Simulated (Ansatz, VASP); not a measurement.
# One calculation of V, two programs

INCAR

```
SYSTEM = V
PREC = Accurate ; ENCUT = 500
EDIFF = 1E-6 ; ISMEAR = 0
SIGMA = 0.05 ; LREAL = .False.
LASPH = .True. ; NELM = 120
ALGO = Normal ; ISIF = 2
LWAVE = .False. ; LCHARG = .True.
GGA = CA ; LELF = .True.
LVHAR = .True. ; NBANDS = 12
GGA_COMPAT = .False.
```

Contents of KPOINTS:

```
regular mesh
0
Gamma
  22 22 22
  0 0 0
```

Contents of POSCAR:

```
V
1.0
   -1.4724272338      1.4724272338      1.4724272338
    1.4724272338     -1.4724272338      1.4724272338
    1.4724272338      1.4724272338     -1.4724272338
V
1
Direct
    0.0000000000      0.0000000000      0.0000000000
```

Input for Ansatz:

```yaml
crystal:
  lattice:
    - [-1.4724272338, 1.4724272338, 1.4724272338]
    - [1.4724272338, -1.4724272338, 1.4724272338]
    - [1.4724272338, 1.4724272338, -1.4724272338]
  atoms:
    - { symbol: V, position: [0.0, 0.0, 0.0] }
basis:
  ecutwfc: 420
  ecutrho_ratio: 4
kpoints:
  mp_grid: { grid: [22, 22, 22] }
hamiltonian:
  xc: lda
scf:
  occupations: { method: gaussian, width: 0.05 }
output:
  forces: true
  stress: true
  eigenvalues: true
```

Alike in both runs: task single point; functional LDA; k mesh 22 × 22 × 22; occupations gaussian, width 0.05 eV; no spin polarisation.

```csv
,VASP,Ansatz
version,VASP 6.6.1,Ansatz 0.2.0
potentials or method,"VASP PAW LDA potentials, release 64 (V_sv), cutoff 500 eV","scalar-relativistic, plane waves, PAW"
valence electrons in the cell,13,13
```

|  | VASP | Ansatz | Ansatz less VASP |
| --- | --- | --- | --- |
| gap on the k mesh at the Fermi level (eV) | none | none | - |
| pressure (GPa) | -3.7 | -4.0 | -0.35 |

LDA's correlation is that of Perdew and Zunger in VASP and of Perdew and Wang (1992) in Ansatz. A gap of «none» marks a metal or a gap that the smearing closes.
